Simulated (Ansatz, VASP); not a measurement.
## One calculation of W, two programs

```
W
1.0
     0.00000    2.20188    1.61684
     2.20188    0.00000    1.61684
     2.20188    2.20188    0.00000
W
1
Cartesian
  0.0000 0.0000 0.0000
```

Alike in both runs: task single point; functional LDA; k mesh 22 × 22 × 22; occupations gaussian, width 0.15 eV; no spin polarisation.

```csv
,VASP,Ansatz
version,VASP 6.6.1,Ansatz 0.2.0
potentials or method,"VASP PAW LDA potentials, release 64 (W_sv), cutoff 520 eV","scalar-relativistic, plane waves, PAW"
valence electrons in the cell,14,14
```

Ansatz gave:

| Item | Value |
| --- | --- |
| gap on the k mesh at the Fermi level (eV) | none |
| pressure (GPa) | -5.3 |
| traceless stress, the component that is largest in VASP (GPa) | -7.57 |

Question: Which values does VASP return?

Answer: gap on the k mesh at the Fermi level (eV): none; pressure (GPa): -3.5; traceless stress, the component that is largest in VASP (GPa): -7.60.

Ansatz warns that its potentials were made for another functional, while VASP's fit it. LDA's correlation is that of Perdew and Zunger in VASP and of Perdew and Wang (1992) in Ansatz. A gap of «none» marks a metal or a gap that the smearing closes.

Spin-orbit coupling is off throughout.
